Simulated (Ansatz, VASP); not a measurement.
## Se: VASP beside Ansatz

INCAR

```
  PREC = Accurate
  ENCUT = 520
  EDIFF = 1E-6
  ISMEAR = -1
  SIGMA = 0.1
  LREAL = F
  LASPH = T
  NELM = 60
  ALGO = Normal
  ISIF = 2
  LWAVE = F
  LCHARG = F
  GGA = PS
  NBANDS = 13
```

KPOINTS

```
Automatic mesh
0
Gamma
  14 14 8
```

The input POSCAR:

```
Se
1.0
    3.2709069151      0.0000000000      0.0000000000
   -1.6354534576      2.8326884818      0.0000000000
    0.0000000000      0.0000000000      3.8050428559
Se
2
Direct
    0.3333333333      0.6666666667      0.2500000000
    0.6666666667      0.3333333333      0.7500000000
```

Input for Ansatz:

```yaml
crystal:
  lattice:
    - [3.2709069151, 0.0, 0.0]
    - [-1.6354534576, 2.8326884818, 0.0]
    - [0.0, 0.0, 3.8050428559]
  atoms:
    - { symbol: Se, position: [0.3333333333, 0.6666666667, 0.25] }
    - { symbol: Se, position: [0.6666666667, 0.3333333333, 0.75] }
kpoints:
  mp_grid: { grid: [14, 14, 8] }
scf:
  occupations: { method: fermi_dirac, width: 0.1 }
hamiltonian:
  xc: pbesol
  pseudopotentials: { kind: all_electron, lapw: { basis_error: 0.001 } }
output:
  forces: true
  stress: true
  eigenvalues: true
  populations: true
```

Change from the starting cell: volume scaled by 0.84, LAPW.

Alike in both runs: task single point; functional PBEsol; k mesh 14 × 14 × 8; occupations fermi-dirac, width 0.1 eV; no spin polarisation.

```csv
,VASP,Ansatz
version,VASP 6.6.1,Ansatz 0.2.0
potentials or method,"VASP PAW PBE potentials, release 64 (Se), cutoff 520 eV","all-electron LAPW, scalar-relativistic"
```

|  | VASP | Ansatz | Ansatz less VASP |
| --- | --- | --- | --- |
| pressure (GPa) | 16.5 | 16.3 | -0.26 |
| traceless stress, the component that is largest in VASP (GPa) | 0.16 | 0.05 | -0.115 |

VASP's potentials were made for PBE, not for PBEsol. Ansatz ran all-electron here, and VASP with PAW potentials.
